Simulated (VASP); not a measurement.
The system is Ta2C.

```xyz
3
Lattice="3.1059 0.0000 0.0000 -1.5530 2.6898 0.0000 0.0000 0.0000 4.9464" Properties=species:S:1:pos:R:3 pbc="T T T"
Ta    0.0000    1.7932    1.2465
Ta    1.5530    0.8966    3.6999
C     0.0000    0.0000    0.0000
```

* Program: VASP 6.6.1
* Task: relaxation of cell and atoms
* Functional: LDA
* Potentials or basis: VASP PAW LDA potentials, release 64 (Ta_pv, C)
* Cutoff: 600 eV
* k mesh: 15 × 15 × 8
* Occupations: methfessel-paxton, width 0.1 eV
* Spin: no spin polarisation

At the start: pressure -7.1 GPa; volume 13.77 Å³/atom.

Problem. Where does the relaxation end?

Solution. Over 6 steps the energy falls by 8.0 meV/atom and the volume is 13.42 Å³/atom (-2.6 %); space group P-3m1 (No. 164, to 0.1 Å) before and after.

Step by step:
```tsv
step	energy change (eV)	largest force (eV/Å)	pressure (GPa)	volume (Å³)
1	0.0000	0.0283	-7.07	41.32
2	0.1466	0.9473	22.47	37.80
3	-0.0225	0.2048	-0.22	40.35
4	-0.0225	0.2109	-0.06	40.33
5	-0.0240	0.0526	0.01	40.24
6	-0.0240	0.0013	0.01	40.25
```

Final structure:
```xyz
3
Lattice="3.0806 0.0000 0.0000 -1.5403 2.6679 0.0000 0.0000 0.0000 4.8980" Properties=species:S:1:pos:R:3 pbc="T T T"
Ta    0.0000    1.7786    1.2410
Ta    1.5403    0.8893    3.6570
C     0.0000    0.0000    0.0000
```
